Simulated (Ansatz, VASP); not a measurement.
# Two plane-wave programs on NaI

The input POSCAR:

```
NaI
1.0
    0.0000000000      3.2296266398      3.2296266398
    3.2296266398      0.0000000000      3.2296266398
    3.2296266398      3.2296266398      0.0000000000
Na I
1 1
Direct
    0.0000000000      0.0000000000      0.0000000000
    0.5000000000      0.5000000000      0.5000000000
```

INCAR.step1

```
SYSTEM = NaI
PREC = Accurate
ENCUT = 520
EDIFF = 1E-5
ISMEAR = 0
SIGMA = 0.01
LREAL = .FALSE.
LASPH = .TRUE.
NELM = 80
ALGO = Normal
ISIF = 2
LWAVE = .TRUE.
LCHARG = .FALSE.
GGA = PE
NBANDS = 14
```

Contents of INCAR.step2:

```
SYSTEM = NaI
PREC = Accurate
ENCUT = 520
EDIFF = 1E-6
ISMEAR = 0
SIGMA = 0.01
LREAL = .FALSE.
LASPH = .TRUE.
NELM = 80
ALGO = Normal
ISIF = 2
LWAVE = .FALSE.
LCHARG = .FALSE.
GGA = PE
LHFCALC = .TRUE.
AEXX = 0.25
PRECFOCK = Normal
ISTART = 1
NBANDS = 14
```

Contents of KPOINTS:

```
Automatic mesh
0
G
  6 6 6
  0 0 0
```

Input for Ansatz:

```yaml
crystal:
  lattice:
    - [0.0, 3.2296266398, 3.2296266398]
    - [3.2296266398, 0.0, 3.2296266398]
    - [3.2296266398, 3.2296266398, 0.0]
  atoms:
    - { symbol: Na, position: [0.0, 0.0, 0.0] }
    - { symbol: I, position: [0.5, 0.5, 0.5] }
kpoints:
  mp_grid: { grid: [6, 6, 6] }
  band_path:
    path:
      - [0.0, 0.0, 0.0]
      - [0.5, 0.0, 0.5]
      - [0.625, 0.25, 0.625]
      - [0.375, 0.375, 0.75]
      - [0.5, 0.5, 0.5]
      - [0.5, 0.25, 0.75]
    npoints: 1
hamiltonian:
  xc: pbe0
scf:
  occupations: { method: fixed }
  n_extra_bands: 4
output:
  forces: true
  stress: true
  eigenvalues: true
  write_density: true
  write_potential: true
  elf: true
  volumetric_format: npy
```

Alike in both runs: task single point; functional PBE0; k mesh 6 × 6 × 6; no spin polarisation.

|  | VASP | Ansatz |
| --- | --- | --- |
| version | VASP 6.6.1 | Ansatz 0.2.0 |
| potentials or method | VASP PAW PBE potentials, release 64 (Na_pv, I) | plane waves, PAW |
| plane-wave cutoff (eV) | 520 | 420 |
| occupations | gaussian, width 0.01 eV | fixed |
| valence electrons in the cell | 14 | 26 |

```tsv
	VASP	Ansatz	Ansatz less VASP
gap on the k mesh at the Fermi level (eV)	5.35	5.36	+0.012
pressure (GPa)	0.2	0.2	+0.01
```

VASP's potentials hold 14 valence electrons a cell and Ansatz's 26, so a difference there can come from the potentials and not from the codes. Ansatz's warnings: stress exchange threshold loose, stress scf threshold loose.

Neither program's run includes spin-orbit coupling.
